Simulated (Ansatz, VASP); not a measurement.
## Two plane-wave programs on SnSe2

```xyz
6
Lattice="-3.8390 0.0000 0.0000 -1.9195 -3.3247 0.0000 0.0000 0.0000 18.0233" Properties=species:S:1:pos:R:3 pbc="T T T"
Sn    0.0000    0.0000    9.0174
Sn    0.0000    0.0000    3.0058
Se   -1.9195   -1.1082   10.6114
Se   -1.9195   -1.1082    4.5998
Se   -3.8390   -2.2165    1.4118
Se   -3.8390   -2.2165    7.4234
```

Alike in both runs: task single point; functional PBE; dispersion D3(BJ); k mesh 10 × 10 × 3; occupations gaussian, width 0.03 eV; no spin polarisation.

|  | VASP | Ansatz |
| --- | --- | --- |
| version | VASP 6.6.1 | Ansatz 0.2.0 |
| potentials or method | VASP PAW PBE potentials, release 64 (Sn_d, Se), cutoff 520 eV | scalar-relativistic, plane waves, PAW |
| valence electrons in the cell | 52 | 92 |

|  | VASP | Ansatz | Ansatz less VASP |
| --- | --- | --- | --- |
| gap on the k mesh at the Fermi level (eV) | 0.68 | 0.68 | +0.002 |
| least direct gap on the mesh (eV) | 0.94 | 0.94 | +0.002 |
| rms of the force components (eV/Å) | 0.014 | 0.008 | -0.0061 |

Atom by atom the forces differ by 0.007 eV/Å (rms over components). VASP's potentials hold 52 valence electrons a cell and Ansatz's 92, so a difference there can come from the potentials and not from the codes.
